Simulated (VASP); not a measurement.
# Ca (Fm-3m) in VASP: a series of runs, part 2 of 2

VASP 6.6.1. The steps go on from the part before.

## 3. Relaxation of cell and atoms, PBEsol

This run uses another cell than the first one, of 43.93 Å³/atom.

INCAR

```
SYSTEM = Ca
PREC = Accurate
ENCUT = 500
EDIFF = 1E-7
ISMEAR = 0
SIGMA = 0.1
LREAL = .False.
LASPH = .True.
NELM = 120
ALGO = Normal
ISIF = 3
LWAVE = .False.
LCHARG = .False.
GGA = PS
IBRION = 2
NSW = 100
EDIFFG = -0.002
GGA_COMPAT = .False.
NELMIN = 4
```

KPOINTS

```
regular mesh
0
Gamma
  14 14 14
  0 0 0
```

POSCAR

```
Ca
1.0
    0.0000000000      2.8005000000      2.8005000000
    2.8005000000      0.0000000000      2.8005000000
    2.8005000000      2.8005000000      0.0000000000
Ca
1
Direct
    0.0000000000      0.0000000000      0.0000000000
```

Potentials or basis: VASP PAW PBE potentials, release 64 (Ca_sv).

Run with:

```console
$ cat potpaw_PBE.64/Ca_sv/POTCAR > POTCAR
$ mpirun -np 1 vasp_std > vasp.out
```

OUTCAR:

```text
SYSTEM = Ca
   PREC = Accurate
   ENCUT = 500
   EDIFF = 1E-7
   ISMEAR = 0
   LREAL = .False.
   LASPH = .True.
   NELM = 120
   ISIF = 3
   GGA = PS
   IBRION = 2
   NSW = 100
   EDIFFG = -0.002
   NELMIN = 4

 ion  position               nearest neighbor table
   1  0.000  0.000  0.000-

  LATTYP: Found a face centered cubic cell.
 ALAT       =     5.6010000000

  Lattice vectors:

 A1 = (   0.0000000000,   2.8005000000,   2.8005000000)
 A2 = (   2.8005000000,   0.0000000000,   2.8005000000)
 A3 = (   2.8005000000,   2.8005000000,   0.0000000000)

Analysis of symmetry for initial positions (statically):
=====================================================================
 Subroutine PRICEL returns:
 Original cell was already a primitive cell.

 Routine SETGRP: Setting up the symmetry group for a
 face centered cubic supercell.

 Subroutine GETGRP returns: Found 48 space group operations
 (whereof 48 operations were pure point group operations)
 out of a pool of 48 trial point group operations.

The static configuration has the point symmetry O_h .

Analysis of symmetry for dynamics (positions and initial velocities):
=====================================================================
 Subroutine PRICEL returns:
 Original cell was already a primitive cell.

 Routine SETGRP: Setting up the symmetry group for a
 face centered cubic supercell.

 Subroutine GETGRP returns: Found 48 space group operations
 (whereof 48 operations were pure point group operations)
 out of a pool of 48 trial point group operations.

The dynamic configuration has the point symmetry O_h .

 Subroutine INISYM returns: Found 48 space group operations
 (whereof 48 operations are pure point group operations),
 and found     1 'primitive' translations

----------------------------------------------------------------------------------------

                                     Primitive cell
[... 128 lines left out ...]

--------------------------------------- Ionic step        1  -------------------------------------------

 number of electron      10.0000000 magnetization

 number of electron       9.9999997 magnetization

 Free energy of the ion-electron system (eV)
  ---------------------------------------------------
  ext. energy  EPLUGINS =         0.00000000
  ---------------------------------------------------
  free energy    TOTEN  =        -2.12419776 eV

  energy without entropy =       -2.11723244  energy(sigma->0) =       -2.12071510

------------------------ aborting loop because EDIFF is reached ----------------------------------------

  FORCE on cell =-STRESS in cart. coord.  units (eV):
  Direction    XX          YY          ZZ          XY          YZ          ZX
  --------------------------------------------------------------------------------------
  -------------------------------------------------------------------------------------
  Total       -0.3424817     -0.3424817     -0.3424817      0.0000000      0.0000000      0.0000000
  in kB      -12.4914037    -12.4914037    -12.4914037      0.0000000      0.0000000      0.0000000
  external PRESSURE =     -12.4914037 kB  Pullay stress =       0.0000000 kB
[... 92 lines left out ...]
--------------------------------------- Ionic step        4  -------------------------------------------

 number of electron      10.0000002 magnetization

 Free energy of the ion-electron system (eV)
  ---------------------------------------------------
  ext. energy  EPLUGINS =         0.00000000
  ---------------------------------------------------
  free energy    TOTEN  =        -2.13793666 eV

  energy without entropy =       -2.13089873  energy(sigma->0) =       -2.13441770

 E-fermi :   2.0371     XC(G=0):  -7.9343

 val. band max:        2.0345215506   @ k =  -0.4286   0.2143   0.0714
 cond. band min:       2.0576471052   @ k =  -0.3571   0.3571   0.0000
 fundamental gap:      0.0231255547
 Fermi energy:         2.0370635317

 k-point     1 :       0.0000    0.0000    0.0000
  band No.  band energies     occupation
      1     -39.7085      2.00000
      2     -20.6952      2.00000
      3     -20.6952      2.00000
      4     -20.6952      2.00000
      5      -2.0592      2.00000
      6       4.4207      0.00000
      7       4.4207      0.00000
      8       4.4207      0.00000
      9       5.5502      0.00000
[... 265 lines left out ...]
 k-point    24 :       0.2857    0.1429    0.0000
  band No.  band energies     occupation
      1     -39.6986      2.00000
      2     -20.7761      2.00000
      3     -20.7175      2.00000
      4     -20.7157      2.00000
      5      -0.8069      2.00000
      6       3.4222      0.00000
      7       4.3900      0.00000
      8       4.7516      0.00000
      9       5.2071      0.00000

 [... further k-points ...]

------------------------ aborting loop because EDIFF is reached ----------------------------------------

  FORCE on cell =-STRESS in cart. coord.  units (eV):
  Direction    XX          YY          ZZ          XY          YZ          ZX
  --------------------------------------------------------------------------------------
  -------------------------------------------------------------------------------------
  Total        0.0004943      0.0004943      0.0004943      0.0000000     -0.0000000      0.0000000
  in kB        0.0195071      0.0195071      0.0195071      0.0000000     -0.0000000      0.0000000
  external PRESSURE =       0.0195071 kB  Pullay stress =       0.0000000 kB
[... 16 lines left out ...]
  FREE ENERGIE OF THE ION-ELECTRON SYSTEM (eV)
  ---------------------------------------------------
  free  energy   TOTEN  =        -2.1379366627 eV

  energy  without entropy=       -2.1308987280  energy(sigma->0) =       -2.13441770

 reached required accuracy - stopping structural energy minimisation
```

OSZICAR:

```text
N       E                     dE             d eps       ncg     rms          rms(c)
DAV:   1     0.624674912239E+02    0.62467E+02   -0.49907E+03  1872   0.970E+02
DAV:   2    -0.897075855651E+00   -0.63365E+02   -0.63138E+02  1939   0.226E+02
DAV:   3    -0.208778731130E+01   -0.11907E+01   -0.11767E+01  2884   0.334E+01
[... 39 lines left out ...]
DAV:   5    -0.213793570409E+01   -0.91429E-05   -0.11703E-05  2908   0.195E-02    0.357E-03
DAV:   6    -0.213793684518E+01   -0.11411E-05   -0.95916E-07  3123   0.617E-03    0.905E-04
DAV:   7    -0.213793696189E+01   -0.11670E-06   -0.20761E-07  2041   0.447E-03    0.192E-03
DAV:   8    -0.213793664891E+01    0.31298E-06   -0.17834E-07  1829   0.455E-03    0.115E-04
DAV:   9    -0.213793666267E+01   -0.13761E-07   -0.95465E-09   958   0.820E-04
   4 F= -.21379367E+01 E0= -.21344177E+01  d E =-.137389E-01
```

CONTCAR:

```text
Ca
   1.00000000000000
     0.0000000000000000    2.7278136729959215    2.7278136729959215
     2.7278136729959215   -0.0000000000000000    2.7278136729959215
     2.7278136729959215    2.7278136729959215    0.0000000000000000
  Ca
     1
Direct
     1.0000000000000000    0.0000000000000000    1.0000000000000000

  0.00000000E+00  0.00000000E+00  0.00000000E+00
```

Wall time 2.6 min (1 thread of Oxide Virtual Turin-like, shared host); peak memory 0.17 GiB.

What came out:

* Free energy: -2.1379 eV
* Relaxed volume: 40.60 Å³/atom
* Relaxed cell: a = 3.858 Å, b = 3.858 Å, c = 3.858 Å, α = 60.00°, β = 60.00°, γ = 60.00°
* Space group after relaxing (to 0.1 Å): Fm-3m (No. 225)
* Energy gained by relaxing: 13.7 meV/atom
* Ionic steps: 4
* Pressure after relaxing: 0.0 GPa
* Band gap on the k mesh: zero (bands 5 and 6 overlap by 0.25 eV)

Step by step:
| step | energy change (eV) | largest force (eV/Å) | pressure (GPa) | volume (Å³) |
| --- | --- | --- | --- | --- |
| 1 | 0.0000 | 0.0000 | -1.25 | 43.93 |
| 2 | -0.0119 | 0.0000 | -0.50 | 41.79 |
| 3 | -0.0137 | 0.0000 | -0.04 | 40.68 |
| 4 | -0.0137 | 0.0000 | 0.00 | 40.60 |

Final structure:
```cif
data_structure
_symmetry_space_group_name_H-M 'P 1'
_symmetry_Int_Tables_number 1
_cell_length_a 3.8577
_cell_length_b 3.8577
_cell_length_c 3.8577
_cell_angle_alpha 60.000
_cell_angle_beta 60.000
_cell_angle_gamma 60.000
_cell_volume 40.60
loop_
_atom_site_label
_atom_site_type_symbol
_atom_site_fract_x
_atom_site_fract_y
_atom_site_fract_z
_atom_site_occupancy
Ca1 Ca 0.00000 0.00000 0.00000 1
```

Levels at points of the mesh, in eV from the Fermi level:
| k point | band 2 | band 3 | band 4 | band 5 | band 6 | band 7 | band 8 | band 9 |
| --- | --- | --- | --- | --- | --- | --- | --- | --- |
| (0.00, 0.00, 0.00) | -22.73 | -22.73 | -22.73 | -4.10 | 2.38 | 2.38 | 2.38 | 3.51 |
| (0.50, 0.00, 0.00) | -22.89 | -22.75 | -22.75 | -1.01 | -0.12 | 2.26 | 2.26 | 4.24 |
| (0.50, 0.50, 0.00) | -22.89 | -22.79 | -22.79 | -0.49 | 0.55 | 1.04 | 4.23 | 4.43 |

Caveat: the PAW data sets were made with another functional, which shifts forces and pressure a little.

The gap in the log of VASP goes by the Fermi energy; the results here count the filled bands.